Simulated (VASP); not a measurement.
# WS2 in VASP: single point with PBEsol

Aim: the single point of WS2 with PBEsol.

Program: VASP 6.6.1. These are calculated values, not measurements. Logs are shortened: lines on timing, memory, paths and dates and some standing lists are left out, and cuts for length are marked.

## (1) The cell of the first run

The cell holds a slab with vacuum, 3 atoms: a = 3.184 Å, b = 3.132 Å, c = 16.951 Å, α = 90.00°, β = 90.00°, γ = 118.38°.

## (2) Single point, PBEsol (strain +0.0375 x Voigt [0, 0, 0, 0, 0, 1])

Input file INCAR:

```
SYSTEM = WS2
PREC = Accurate
ENCUT = 520
EDIFF = 1E-6
ISMEAR = 0
SIGMA = 0.05
LREAL = .False.
LASPH = .True.
NELM = 80
ALGO = Normal
ISIF = 2
LWAVE = .False.
LCHARG = .True.
GGA = PS
LELF = .True.
LVHAR = .True.
NBANDS = 20
```

Input file KPOINTS:

```
Automatic mesh
0
Gamma
  12 12 2
  0 0 0
```

Input file POSCAR:

```
WS2
1.0
    3.1835163552      0.0596909317      0.0000000000
   -1.5400643144      2.7271605711      0.0000000000
    0.0000000000      0.0000000000     16.9505778900
W S
1 2
Direct
    0.3333333333      0.6666666667      0.0000000000
    0.6666666667      0.3333333333      0.9079994900
    0.6666666667      0.3333333333      0.0920005100
```

Potentials or basis: VASP PAW PBE potentials, release 64 (W_sv, S).

The run is started by

```
cat potpaw_PBE.64/W_sv/POTCAR potpaw_PBE.64/S/POTCAR > POTCAR
mpirun -np 1 vasp_std > vasp.out
```

OUTCAR:

```text
SYSTEM = WS2
   PREC = Accurate
   ENCUT = 520
   EDIFF = 1E-6
   ISMEAR = 0
   LREAL = .False.
   LASPH = .True.
   NELM = 80
   ISIF = 2
   GGA = PS

 ion  position               nearest neighbor table
   1  0.333  0.667  0.000-   2 2.39   3 2.39   2 2.41   3 2.41   2 2.43   3 2.43
   2  0.667  0.333  0.908-   1 2.39   1 2.41   1 2.43
   3  0.667  0.333  0.092-   1 2.39   1 2.41   1 2.43

  Warning from LATTYP: Monoclinic adjustment (A1->A3, A2->A1, A3->A2)!
  LATTYP: Found a simple monoclinic cell.
 ALAT       =     3.1319646986
 B/A-ratio  =     5.4121229073
 C/A-ratio  =     1.0166385049
 COS(beta)  =    -0.4753145517

  Lattice vectors:

 A1 = (  -1.5400643144,   2.7271605711,   0.0000000000)
 A2 = (   0.0000000000,   0.0000000000,  16.9505778900)
 A3 = (   3.1835163552,   0.0596909317,   0.0000000000)

Analysis of symmetry for initial positions (statically):
=====================================================================
 Subroutine PRICEL returns:
 Original cell was already a primitive cell.

 Routine SETGRP: Setting up the symmetry group for a
 simple monoclinic supercell.

 Subroutine GETGRP returns: Found  2 space group operations
 (whereof  2 operations were pure point group operations)
 out of a pool of  4 trial point group operations.

The static configuration has the point symmetry C_1h.

Analysis of symmetry for dynamics (positions and initial velocities):
=====================================================================
 Subroutine PRICEL returns:
 Original cell was already a primitive cell.

 Routine SETGRP: Setting up the symmetry group for a
 simple monoclinic supercell.

 Subroutine GETGRP returns: Found  2 space group operations
 (whereof  2 operations were pure point group operations)
 out of a pool of  4 trial point group operations.

The dynamic configuration has the point symmetry C_1h.

 Subroutine INISYM returns: Found  2 space group operations
 (whereof  2 operations are pure point group operations),
 and found     1 'primitive' translations

----------------------------------------------------------------------------------------

                                     Primitive cell

  volume of cell :     148.7225

  direct lattice vectors                    reciprocal lattice vectors
     3.183516355  0.059690932  0.000000000     0.310826913  0.175528145  0.000000000
    -1.540064314  2.727160571  0.000000000    -0.006803247  0.362839861  0.000000000
     0.000000000  0.000000000 16.950577890     0.000000000  0.000000000  0.058995039

  length of vectors
     3.184075909  3.131964699 16.950577890     0.356964283  0.362903635  0.058995039

  position of ions in fractional coordinates (direct lattice)
     0.333333333  0.666666667  0.000000000
     0.666666667  0.333333333  0.907999490
     0.666666667  0.333333333  0.092000510

  ion indices of the primitive-cell ions
   primitive index   ion index
                 1           1
                 2           2
                 3           3

----------------------------------------------------------------------------------------

 KPOINTS: Automatic mesh

Automatic generation of k-mesh.
 Grid dimensions read from file:
 generate k-points for:   12   12    2

 Generating k-lattice:

  Cartesian coordinates                     Fractional coordinates (reciprocal lattice)
     0.025902243  0.014627345  0.000000000     0.083333333  0.000000000  0.000000000
    -0.000566937  0.030236655  0.000000000     0.000000000  0.083333333  0.000000000
     0.000000000  0.000000000  0.029497519     0.000000000  0.000000000  0.500000000

  Length of vectors
     0.029747024  0.030241970  0.029497519

  Shift w.r.t. Gamma in fractional coordinates (k-lattice)
     0.000000000  0.000000000  0.000000000

 Subroutine IBZKPT returns following result:
 ===========================================

 Found    148 irreducible k-points:

 Following reciprocal coordinates:
            Coordinates               Weight
  0.000000  0.000000  0.000000      1.000000
  0.083333  0.000000  0.000000      2.000000
  0.166667  0.000000  0.000000      2.000000
  0.250000  0.000000  0.000000      2.000000
  0.333333  0.000000  0.000000      2.000000
  0.416667  0.000000  0.000000      2.000000
[... 16 lines left out ...]
  0.250000  0.166667  0.000000      2.000000
  0.333333  0.166667  0.000000      2.000000
 [... further k-points ...]
   k-points           NKPTS =    148   k-points in BZ     NKDIM =    148   number of bands    NBANDS=     20
   number of dos      NEDOS =    301   number of ions     NIONS =      3
   total plane-waves  NPLWV =  72576
   dimension x,y,z NGX =    24 NGY =   24 NGZ =  126
   dimension x,y,z NGXF=    48 NGYF=   48 NGZF=  252
   ions per type =               1   2
   NGX,Y,Z   is equivalent  to a cutoff of  12.53, 12.74, 12.36 a.u.
   NGXF,Y,Z  is equivalent  to a cutoff of  25.06, 25.48, 24.72 a.u.
 SYSTEM =  WS2
   PREC   = accura    normal or accurate (medium, high low for compatibility)
   ISTART =      0    job   : 0-new  1-cont  2-samecut
   ICHARG =      2    charge: 1-file 2-atom 10-const
   ISPIN  =      1    spin polarized calculation?
   LNONCOLLINEAR =      F non collinear calculations
   LSORBIT =      F    spin-orbit coupling
   LASPH  =      T    aspherical Exc in radial PAW
   ENCUT  =  520.0 eV  38.22 Ry    6.18 a.u.   5.92  5.82 31.52*2*pi/ulx,y,z
   NELM   =     80;   NELMIN=  2; NELMDL= -5     # of ELM steps
   EDIFF  = 0.1E-05   stopping-criterion for ELM
   LREAL  =      F    real-space projection
   EDIFFG = 0.1E-04   stopping-criterion for IOM
   NSW    =      0    number of steps for IOM
   IBRION =     -1    ionic relax: 0-MD 1-quasi-New 2-CG
   NFREE  =      0    steps in history (QN), initial steepest desc. (CG)
   ISIF   =      2    stress and relaxation
   ISYM   =      2    0-nonsym 1-usesym 2-fastsym
   POTIM  = 0.5000    time-step for ionic-motion
   TEBEG  =    0.0;   TEEND  =   0.0 temperature during run
   PSTRESS=    0.0 pullay stress
   NELECT =      26.0000    total number of electrons
   NUPDOWN=      -1.0000    fix difference up-down
   EMIN   =  10.00;   EMAX   =-10.00  energy-range for DOS
   EFERMI =   0.00;   METHOD = LEGACY
   ISMEAR =     0;   SIGMA  =   0.05  broadening in eV -4-tet -1-fermi 0-gaus
   EFERMI_NEDOS =   21; number of points for ismear=-14 and -15
   IALGO  =     38    algorithm
   IMIX   =      4    mixing-type and parameters
     AMIX     =   0.40;   BMIX     =  1.00
     AMIX_MAG =   1.60;   BMIX_MAG =  1.00
  volume/ion in A,a.u.               =      49.57       334.54
  Fermi-wavevector in a.u.,A,eV,Ry     =   0.915392  1.729840 11.400898  0.837942
  Thomas-Fermi vector in A             =   2.040128
   LORBIT       =      0    0 simple, 1 ext, 2 COOP (PROOUT), +10 PAW based schemes
   GGA     = PS    functional components
   LHFCALC =     F    Hartree Fock is set to
   AEXX    =    0.0000 exact exchange contribution
   IVDW    =     0    specifies the selected vdW correction
   LEPSILON=     F    determine dielectric tensor
   LRPA    =     F    only Hartree local field effects (RPA)
 non-spin polarized calculation
 Gauss-broadening in eV      SIGMA  =   0.05
  energy-cutoff  :      520.00
  volume of cell :      148.72
 maximum number of plane-waves:      4052
   NGX = 11   NGY = 11   NGZ = 63

 number of electron      26.0000000 magnetization

 Free energy of the ion-electron system (eV)
  ---------------------------------------------------
  ext. energy  EPLUGINS =         0.00000000
  ---------------------------------------------------
  free energy    TOTEN  =       -25.21257916 eV

  energy without entropy =      -25.21257916  energy(sigma->0) =      -25.21257916

 E-fermi :  -0.8519     XC(G=0):  -4.5519

 val. band max:       -1.2739371943   @ k =   0.3333   0.3333   0.0000
 cond. band min:       0.5102433863   @ k =   0.3333   0.3333   0.0000
 fundamental gap:      1.7841805806
 Fermi energy:        -0.8519423777

 k-point     1 :       0.0000    0.0000    0.0000
  band No.  band energies     occupation
      1     -75.2253      2.00000
      2     -39.4740      2.00000
      3     -39.3488      2.00000
      4     -39.2858      2.00000
      5     -16.0318      2.00000
      6     -14.3503      2.00000
[... 12 lines left out ...]
     19       4.3074      0.00000
     20       4.3269      0.00000

 k-point     2 :       0.0833    0.0000    0.0000
  band No.  band energies     occupation
      1     -75.2243      2.00000
      2     -39.4701      2.00000
      3     -39.3695      2.00000
      4     -39.2914      2.00000
      5     -15.9207      2.00000
      6     -14.3120      2.00000
[... 12 lines left out ...]
     19       4.4587      0.00000
     20       4.6385      0.00000

 k-point     3 :       0.1667    0.0000    0.0000
  band No.  band energies     occupation
      1     -75.2215      2.00000
      2     -39.4597      2.00000
      3     -39.4268      2.00000
      4     -39.3052      2.00000
      5     -15.6043      2.00000
      6     -14.2039      2.00000
[... 12 lines left out ...]
     19       4.8392      0.00000
     20       5.5413      0.00000

 k-point     4 :       0.2500    0.0000    0.0000
  band No.  band energies     occupation
      1     -75.2177      2.00000
      2     -39.5054      2.00000
      3     -39.4454      2.00000
      4     -39.3228      2.00000
      5     -15.1342      2.00000
      6     -14.0461      2.00000
[... 12 lines left out ...]
     19       5.4164      0.00000
     20       6.1218      0.00000

 k-point     5 :       0.3333    0.0000    0.0000
  band No.  band energies     occupation
      1     -75.2140      2.00000
      2     -39.5834      2.00000
      3     -39.4310      2.00000
      4     -39.3399      2.00000
      5     -14.6025      2.00000
      6     -13.8743      2.00000
[... 12 lines left out ...]
     19       5.9692      0.00000
     20       6.0115      0.00000
[... 353 lines left out ...]
      6     -14.0935      2.00000
[... 12 lines left out ...]
     19       5.2160      0.00000
     20       6.0733      0.00000

 k-point    22 :       0.1667    0.1667    0.0000
  band No.  band energies     occupation
      1     -75.2155      2.00000
      2     -39.5174      2.00000
      3     -39.4374      2.00000
      4     -39.3645      2.00000
      5     -14.8738      2.00000
      6     -13.9474      2.00000
[... 12 lines left out ...]
     19       5.7933      0.00000
     20       6.6999      0.00000

 k-point    23 :       0.2500    0.1667    0.0000
  band No.  band energies     occupation
      1     -75.2122      2.00000
      2     -39.5735      2.00000
      3     -39.4249      2.00000
      4     -39.3919      2.00000
      5     -14.3889      2.00000
      6     -13.7822      2.00000
[... 12 lines left out ...]
     19       6.3812      0.00000
     20       6.4999      0.00000

 k-point    24 :       0.3333    0.1667    0.0000
  band No.  band energies     occupation
      1     -75.2097      2.00000
      2     -39.6155      2.00000
      3     -39.4153      2.00000
      4     -39.4126      2.00000
      5     -13.9799      2.00000
      6     -13.6447      2.00000
[... 12 lines left out ...]
     19       6.9989      0.00000
     20       7.2198      0.00000

 [... further k-points ...]
[... 5 lines left out ...]
  --------------------------------------------------------------------------------------
  -------------------------------------------------------------------------------------
  Total       -1.2074368     -1.1629513     -0.3424155     -1.2385613      0.0000000      0.0000000
  in kB      -13.0076367    -12.5283973     -3.6888195    -13.3429384      0.0000000      0.0000000
  external PRESSURE =      -9.7416178 kB  Pullay stress =       0.0000000 kB

 VOLUME and BASIS-vectors are now :
 -----------------------------------------------------------------------------
  energy-cutoff  :      520.00
  volume of cell :      148.72
      direct lattice vectors                 reciprocal lattice vectors
     3.183516355  0.059690932  0.000000000     0.310826913  0.175528145  0.000000000
    -1.540064314  2.727160571  0.000000000    -0.006803247  0.362839861  0.000000000
     0.000000000  0.000000000 16.950577890     0.000000000  0.000000000  0.058995039

 POSITION                                       TOTAL-FORCE (eV/Angst)
 -----------------------------------------------------------------------------------
      0.03446      1.83800      0.00000        -0.254589      0.021361      0.000000
      1.60899      0.94885     15.39112         0.127295     -0.010681      0.100753
      1.60899      0.94885      1.55946         0.127295     -0.010681     -0.100753
 -----------------------------------------------------------------------------------
    total drift:                                0.000014      0.000012     -0.000000

  FREE ENERGIE OF THE ION-ELECTRON SYSTEM (eV)
  ---------------------------------------------------
  free  energy   TOTEN  =       -25.2125791562 eV

  energy  without entropy=      -25.2125791562  energy(sigma->0) =      -25.21257916
```

It took 7.2 min on 1 thread of Oxide Virtual Turin-like, shared host; peak memory 0.51 GiB.

Results:

- Free energy: -25.2126 eV
- Largest force: 0.255 eV/Å
- Band gap on the k mesh: 1.78 eV, direct

Forces on the atoms (eV/Å):
```
W   -0.255  0.021  0.000
S    0.127 -0.011  0.101
S    0.127 -0.011 -0.101
```

Caveat: the cell differs from its parent crystal (strain +0.0375 x Voigt [0, 0, 0, 0, 0, 1]); the PAW data sets were made with another functional, which shifts forces and pressure a little; spin-orbit coupling is left out, which moves the levels of the heavy elements.
